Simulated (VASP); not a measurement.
A run of VASP 6.6.1 is set up as follows.

INCAR

```
ALGO     = Normal         # electronic algorithm
EDIFF    = 1E-7           # SCF threshold, eV
ENCUT    = 520            # plane-wave cutoff, eV
GGA      = PS             # functional
ISIF     = 2              # what is computed and relaxed
ISMEAR   = 0              # smearing method
LASPH    = True           # aspherical terms in the spheres
LCHARG   = False          # write CHGCAR
LREAL    = False          # projectors in reciprocal space
LWAVE    = False          # write WAVECAR
NBANDS   = 10             # bands
NELM     = 60             # most SCF steps
PREC     = Accurate       # precision mode
SIGMA    = 0.05           # smearing width, eV
```

File KPOINTS:

```
k-points
0
Gamma
  6 6 6
```

POSCAR

```
K
1.0
   -2.6125000000      2.6125000000      2.6125000000
    2.6125000000     -2.6125000000      2.6125000000
    2.6125000000      2.6125000000     -2.6125000000
K
1
Direct
    0.0000000000      0.0000000000      0.0000000000
```

Potentials or basis: VASP PAW PBE potentials, release 64 (K_sv).

Launch:

```bash
$ cat potpaw_PBE.64/K_sv/POTCAR > POTCAR
$ mpirun -np 1 vasp_std > vasp.out
```

Q: What does it give for the pressure?

A: 0.0 GPa.

Caveat: the PAW data sets were made with another functional, which shifts forces and pressure a little.
